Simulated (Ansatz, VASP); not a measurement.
# One calculation of AlN, two programs

```xyz
2
Lattice="0.0000 2.0491 2.0491 2.0491 0.0000 2.0491 2.0491 2.0491 0.0000" Properties=species:S:1:pos:R:3 pbc="T T T"
Al    0.0000    0.0000    0.0000
N     2.0491    2.0491    2.0491
```

Alike in both runs: task single point; functional PBEsol; k mesh 10 × 10 × 10; no spin polarisation.

|  | VASP | Ansatz |
| --- | --- | --- |
| version | VASP 6.6.1 | Ansatz 0.2.0 |
| potentials or method | VASP PAW PBE potentials, release 64 (Al, N), cutoff 520 eV | scalar-relativistic, plane waves, PAW |
| occupations | gaussian, width 0.01 eV | fixed |
| valence electrons in the cell | 8 | 8 |

VASP gave:

```
gap on the k mesh at the Fermi level (eV) : 4.18
least direct gap on the mesh (eV)         : 5.10
pressure (GPa)                            : -9.6
```

**Question.** What did Ansatz give for the same quantities?

**Answer.** gap on the k mesh at the Fermi level (eV): 4.18; least direct gap on the mesh (eV): 5.08; pressure (GPa): -9.5.

VASP's potentials were made for PBE, not for PBEsol.
